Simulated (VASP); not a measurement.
# Zn3Bi2 (P4/mmm) in VASP: further runs, part 2 of 2

VASP 6.6.1. The steps go on from the part before.

**3. Single point, PBE**

This run uses another cell than the first one, of 24.51 Å³/atom.

INCAR reads:

```
SYSTEM = Zn3Bi2
PREC     = Accurate       ! precision mode
ENCUT    = 520            ! plane-wave cutoff, eV
EDIFF    = 1E-7           ! SCF threshold, eV
ISMEAR   = 0              ! smearing method
SIGMA    = 0.1            ! smearing width, eV
LREAL    = .FALSE.        ! projectors in reciprocal space
LASPH    = .TRUE.         ! aspherical terms in the spheres
NELM     = 60             ! most SCF steps
ALGO     = Fast           ! electronic algorithm
ISIF     = 2              ! what is computed and relaxed
LWAVE    = .FALSE.        ! write WAVECAR
LCHARG   = .FALSE.        ! write CHGCAR
GGA      = PE             ! functional
NBANDS   = 41             ! bands
```

KPOINTS reads:

```
regular mesh
0
G
  10 10 4
  0 0 0
```

POSCAR reads:

```
Zn3Bi2
1.0
    3.6252003282      0.0000000000      0.0000000000
    0.0000000000      3.6252003282      0.0000000000
    0.0000000000      0.0000000000      9.3258165854
Zn Bi
3 2
Direct
    0.0000000000      0.0000000000      0.0000000000
    0.0000000000      0.0000000000      0.5000000000
    0.5000000000      0.5000000000      0.5000000000
    0.5000000000      0.5000000000      0.1816136623
    0.5000000000      0.5000000000      0.8183863377
```

Potentials or basis: VASP PAW PBE potentials, release 64 (Zn, Bi_d).

Command:

```sh
$ cat potpaw_PBE.64/Zn/POTCAR potpaw_PBE.64/Bi_d/POTCAR > POTCAR
$ mpirun -np 1 vasp_std > vasp.out
```

OUTCAR:

```text
SYSTEM = Zn3Bi2
   PREC = Accurate
   ENCUT = 520
   EDIFF = 1E-7
   ISMEAR = 0
   LREAL = .FALSE.
   LASPH = .TRUE.
   NELM = 60
   ISIF = 2
   GGA = PE

 ion  position               nearest neighbor table
   1  0.000  0.000  0.000-   4 3.07   5 3.07   4 3.07   5 3.07   4 3.07   5 3.07   4 3.07   5 3.07

   2  0.000  0.000  0.500-   3 2.56   3 2.56   3 2.56   3 2.56
   3  0.500  0.500  0.500-   2 2.56   2 2.56   2 2.56   2 2.56   5 2.97   4 2.97
   4  0.500  0.500  0.182-   3 2.97   1 3.07   1 3.07   1 3.07   1 3.07   5 3.39
   5  0.500  0.500  0.818-   3 2.97   1 3.07   1 3.07   1 3.07   1 3.07   4 3.39

  LATTYP: Found a simple tetragonal cell.
 ALAT       =     3.6252003282
 C/A-ratio  =     2.5724968943

  Lattice vectors:

 A1 = (   3.6252003282,   0.0000000000,   0.0000000000)
 A2 = (   0.0000000000,   3.6252003282,   0.0000000000)
 A3 = (   0.0000000000,   0.0000000000,   9.3258165854)

Analysis of symmetry for initial positions (statically):
=====================================================================
 Subroutine PRICEL returns:
 Original cell was already a primitive cell.

[... 178 lines left out ...]

 val. band max:        4.6736357328   @ k =   0.3000   0.3000   0.0000
 cond. band min:       4.7151319006   @ k =   0.3000   0.1000   0.2500
 fundamental gap:      0.0414961679
 Fermi energy:         4.6756139784

 k-point     1 :       0.0000    0.0000    0.0000
  band No.  band energies     occupation
      1     -18.2852      2.00000
      2     -18.2840      2.00000
      3     -18.2801      2.00000
      4     -18.2038      2.00000
      5     -18.2038      2.00000
      6     -18.1847      2.00000
[... 1045 lines left out ...]
     40      10.6026      0.00000
     41      11.3172      0.00000

 [... further k-points ...]

------------------------ aborting loop because EDIFF is reached ----------------------------------------

  FORCE on cell =-STRESS in cart. coord.  units (eV):
  Direction    XX          YY          ZZ          XY          YZ          ZX
  --------------------------------------------------------------------------------------
  -------------------------------------------------------------------------------------
  Total        0.0447712      0.0447712      0.0059977      0.0000000     -0.0000000      0.0000000
  in kB        0.5852732      0.5852732      0.0784052      0.0000000     -0.0000000      0.0000000
  external PRESSURE =       0.4163172 kB  Pullay stress =       0.0000000 kB

 VOLUME and BASIS-vectors are now :
 -----------------------------------------------------------------------------
  energy-cutoff  :      520.00
  volume of cell :      122.56
      direct lattice vectors                 reciprocal lattice vectors
     3.625200328  0.000000000  0.000000000     0.275846825  0.000000000  0.000000000
     0.000000000  3.625200328  0.000000000     0.000000000  0.275846825  0.000000000
     0.000000000  0.000000000  9.325816585     0.000000000  0.000000000  0.107229216

 POSITION                                       TOTAL-FORCE (eV/Angst)
 -----------------------------------------------------------------------------------
      0.00000      0.00000      0.00000        -0.000000      0.000000      0.000000
      0.00000      0.00000      4.66291        -0.000000      0.000000      0.000000
      1.81260      1.81260      4.66291        -0.000000      0.000000      0.000000
      1.81260      1.81260      1.69370        -0.000000     -0.000000     -0.002058
      1.81260      1.81260      7.63212         0.000000     -0.000000      0.002058
 -----------------------------------------------------------------------------------
    total drift:                                0.000000      0.000000      0.000000

  FREE ENERGIE OF THE ION-ELECTRON SYSTEM (eV)
  ---------------------------------------------------
  free  energy   TOTEN  =       -10.1133454162 eV

  energy  without entropy=      -10.1039703833  energy(sigma->0) =      -10.10865790
```

OSZICAR:

```text
N       E                     dE             d eps       ncg     rms          rms(c)
DAV:   1     0.607932753047E+03    0.60793E+03   -0.33291E+04  5166   0.219E+03
DAV:   2     0.558823980629E+02   -0.55205E+03   -0.53957E+03  5166   0.519E+02
DAV:   3    -0.794926070595E+01   -0.63832E+02   -0.62919E+02  5818   0.181E+02
DAV:   4    -0.102876507209E+02   -0.23384E+01   -0.23325E+01  5772   0.361E+01
DAV:   5    -0.103756737877E+02   -0.88023E-01   -0.88016E-01  7358   0.614E+00    0.348E+00
RMM:   6    -0.101348913051E+02    0.24078E+00   -0.13487E+00  5620   0.796E+00    0.294E+00
RMM:   7    -0.101196550561E+02    0.15236E-01   -0.59082E-02  6073   0.226E+00    0.159E+00
RMM:   8    -0.101129179385E+02    0.67371E-02   -0.22723E-02  5907   0.103E+00    0.154E-01
RMM:   9    -0.101132352770E+02   -0.31734E-03   -0.47309E-03  7187   0.578E-01    0.621E-02
RMM:  10    -0.101133230144E+02   -0.87737E-04   -0.98317E-04  7014   0.198E-01    0.330E-02
RMM:  11    -0.101133426750E+02   -0.19661E-04   -0.21278E-04  8308   0.994E-02    0.104E-02
RMM:  12    -0.101133462338E+02   -0.35588E-05   -0.45850E-05  8302   0.372E-02    0.446E-03
RMM:  13    -0.101133454627E+02    0.77110E-06   -0.72468E-06  8455   0.153E-02    0.179E-03
RMM:  14    -0.101133455143E+02   -0.51530E-07   -0.15272E-06  6614   0.689E-03    0.657E-04
RMM:  15    -0.101133454162E+02    0.98080E-07   -0.31772E-07  4043   0.350E-03
   1 F= -.10113345E+02 E0= -.10108658E+02  d E =-.937503E-02
```

stdout:

```text
POSCAR found type information on POSCAR ZnBi
 POSCAR found :  2 types and       5 ions
 scaLAPACK will be used
 LDA part: xc-table for (Slater+PW92), standard interpolation
 POSCAR, INCAR and KPOINTS ok, starting setup
 FFT: planning ... GRIDC
 FFT: planning ... GRID_SOFT
 FFT: planning ... GRID
 WAVECAR not read
 entering main loop
```

Run time: 8.5 min. Hardware: 1 thread of Intel Xeon Platinum 8375C at 2.90GHz (Ice Lake), shared host; peak memory 0.39 GiB.

What came out:

- Free energy: -10.1133 eV
- Pressure: 0.0 GPa
- Band gap on the k mesh: zero (bands 33 and 34 overlap by 3.49 eV)

Forces in eV/Å, atoms in the order of the input:
```
Zn   0.000  0.000  0.000
Zn   0.000  0.000  0.000
Zn   0.000  0.000  0.000
Bi   0.000  0.000 -0.002
Bi   0.000  0.000  0.002
```

Caveat: spin-orbit coupling is left out, which moves the levels of the heavy elements.

The gap in the log of VASP goes by the Fermi energy; the results here count the filled bands.